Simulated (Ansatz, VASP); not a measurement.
One calculation of Si2Mo, two programs

```xyz
3
Lattice="-1.6000 1.6000 3.9305 1.6000 -1.6000 3.9305 1.6000 1.6000 -3.9305" Properties=species:S:1:pos:R:3 pbc="T T T"
Si    0.0000    0.0000    2.6329
Si    0.0000    0.0000    5.2281
Mo    0.0000    0.0000    0.0000
```

Alike in both runs: functional PBE; k mesh 20 × 20 × 20; occupations fermi-dirac, width 0.05 eV; no spin polarisation.

Ansatz relaxed the structure, and its values are those at the end. VASP's run is a single point on that final structure, the one shown.

```csv
,VASP,Ansatz
version,VASP 6.6.1,Ansatz 0.2.0
potentials or method,"VASP PAW PBE potentials, release 64 (Si, Mo_sv)","plane-wave PAW, scalar-relativistic"
plane-wave cutoff (eV),520,420
valence electrons in the cell,22,22
```

```csv
,VASP,Ansatz,Ansatz less VASP
pressure (GPa),2.6,2.5,-0.17
```

Ansatz's warnings: stress scf threshold loose.
